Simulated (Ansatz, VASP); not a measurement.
**One calculation of Fe, two programs**

```
Fe
1.0
     2.26864    0.00000    0.00000
     0.00000    2.26864    0.00000
     0.00000    0.00000    2.26864
Fe
1
Direct
  0.00000 0.00000 0.00000
```

Alike in both runs: task single point; functional r2SCAN; k mesh 16 × 16 × 16; occupations fermi-dirac, width 0.1 eV; no spin polarisation.

|  | VASP | Ansatz |
| --- | --- | --- |
| version | VASP 6.6.1 | Ansatz 0.2.0 |
| potentials or method | VASP PAW PBE potentials, release 64 (Fe), cutoff 520 eV | plane waves (500 eV) with PAW, scalar-relativistic |
| valence electrons in the cell | 8 | 16 |

```csv
,VASP,Ansatz,Ansatz less VASP
pressure (GPa),-8.0,-8.3,-0.30
```

VASP's potentials were made for PBE, not for r2SCAN. The functional is the same, so the differences come from potentials, cutoffs and numerics. VASP's potentials hold 8 valence electrons a cell and Ansatz's 16, so a difference there can come from the potentials and not from the codes.
